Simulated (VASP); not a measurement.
Input of a VASP 6.6.1 run:

INCAR

```
  ALGO = Fast
  EDIFF = 1E-6
  ENCUT = 520
  GGA = CA
  ISIF = 2
  ISMEAR = 1
  LASPH = True
  LCHARG = False
  LREAL = False
  LWAVE = False
  NBANDS = 8
  NELM = 60
  PREC = Accurate
  SIGMA = 0.2
```

File KPOINTS:

```
k-points
0
Gamma
  24 24 24
```

The input POSCAR:

```
Al
1.0
   -1.7637872346      1.5958074980      1.5958074980
    1.5958074980     -1.7637872346      1.5958074980
    1.5958074980      1.5958074980     -1.7637872346
Al
1
Direct
    0.0000000000      0.0000000000      0.0000000000
```

Potentials or basis: VASP PAW LDA potentials, release 64 (Al).

Launch:

```bash
$ cat potpaw_LDA.64/Al/POTCAR > POTCAR
$ mpirun -np 1 vasp_std > vasp.out
```

Question: What does it give for the pressure?

Answer: 4.2 GPa.

Stress tensor (GPa, compression positive):
```
4.19 7.63 7.63
7.63 4.19 7.63
7.63 7.63 4.19
```
